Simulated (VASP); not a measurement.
Here is a VASP 6.6.1 calculation.

Contents of INCAR:

```
  PREC = Accurate
  ENCUT = 600
  EDIFF = 1E-6
  ISMEAR = 0
  SIGMA = 0.02
  LREAL = False
  LASPH = True
  NELM = 120
  ALGO = Normal
  ISIF = 2
  LWAVE = False
  LCHARG = True
  GGA = PS
  LELF = True
  LVHAR = True
  NBANDS = 24
  GGA_COMPAT = False
```

Contents of KPOINTS:

```
regular mesh
0
Gamma
  6 6 6
```

POSCAR

```
KMgF3
1.0
    4.1109913916      0.0000000000      0.0000000000
    0.0000000000      3.9662675383      0.0000000000
    0.0000000000      0.0000000000      3.9662675383
K Mg F
1 1 3
Direct
    0.5000000000      0.5000000000      0.5000000000
    0.0000000000      0.0000000000      0.0000000000
    0.0000000000      0.5000000000      0.0000000000
    0.0000000000      0.0000000000      0.5000000000
    0.5000000000      0.0000000000      0.0000000000
```

Potentials or basis: VASP PAW PBE potentials, release 64 (K_sv, Mg, F).

Run with:

```sh
$ cat potpaw_PBE.64/K_sv/POTCAR potpaw_PBE.64/Mg/POTCAR potpaw_PBE.64/F/POTCAR > POTCAR
$ mpirun -np 1 vasp_std > vasp.out
```

Problem. Predict the band gap on the k mesh.

Solution. 6.95 eV, indirect (least direct gap 7.29 eV).

Problem. Predict the pressure.

Solution. -1.5 GPa.

Stress tensor (GPa, compression positive):
```
-3.58  0.00  0.00
 0.00 -0.48  0.00
 0.00  0.00 -0.48
```

Caveat: the cell differs from its parent crystal (uniaxial strain along a: +3.0 %, then relaxed in part); the PAW data sets were made with another functional, which shifts forces and pressure a little. A k mesh can miss the band edges.
